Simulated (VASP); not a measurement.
Here is a VASP 6.6.1 calculation.

File INCAR:

```
PREC = Accurate
ENCUT = 520
EDIFF = 1E-7
ISMEAR = -1
SIGMA = 0.08
LREAL = False
LASPH = True
NELM = 100
ALGO = Normal
ISIF = 2
LWAVE = False
LCHARG = True
LELF = True
LVHAR = True
NBANDS = 17
```

The input KPOINTS:

```
Automatic mesh
0
Gamma
  14 14 14
```

File POSCAR:

```
Ca
1.0
   -2.7128070540      2.7128070540      1.4591820525
    2.7128070540     -2.7128070540      1.4591820525
    2.7128070540      2.7128070540     -1.4591820525
Ca
2
Direct
   -0.3750000000     -0.1250000000     -0.2500000000
    0.3750000000      0.1250000000      0.2500000000
```

Potentials or basis: VASP PAW LDA potentials, release 64 (Ca_sv).

The run is started by

```console
$ cat potpaw_LDA.64/Ca_sv/POTCAR > POTCAR
$ mpirun -np 1 vasp_std > vasp.out
```

(1) Estimate the band gap on the k mesh.

(2) Estimate the pressure.

Answers

(1) zero (band 10 reaches 5.20 eV, above the bottom of band 11 at 4.63 eV).

(2) 20.2 GPa.
